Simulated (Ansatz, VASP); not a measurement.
**Y4C3: VASP beside Ansatz**

```
CELL_PARAMETERS angstrom
4.76262 0.00000 0.00000
0.00000 4.76262 0.00000
0.00000 0.00000 4.76262
ATOMIC_POSITIONS crystal
Y 0.50000 0.50000 0.50000
Y 0.50000 0.00000 0.00000
Y 0.00000 0.50000 0.00000
Y 0.00000 0.00000 0.50000
C 0.50000 0.50000 0.00000
C 0.00000 0.50000 0.50000
C 0.50000 0.00000 0.50000
```

Change from the starting cell: species swapped into the W3N4 type (Pm-3m, No. 221).

Alike in both runs: task single point; functional PBE; k mesh 4 × 4 × 4; occupations gaussian, width 0.1 eV; no spin polarisation.

|  | VASP | Ansatz |
| --- | --- | --- |
| version | VASP 6.6.1 | Ansatz 0.2.0 |
| potentials or method | VASP PAW PBE potentials, release 64 (Y_sv, C), cutoff 520 eV | scalar-relativistic, plane waves, PAW |
| valence electrons in the cell | 56 | 56 |

```tsv
	VASP	Ansatz	Ansatz less VASP
gap on the k mesh at the Fermi level (eV)	none	none	-
pressure (GPa)	27.7	28.0	+0.28
```

A gap of «none» marks a metal or a gap that the smearing closes.
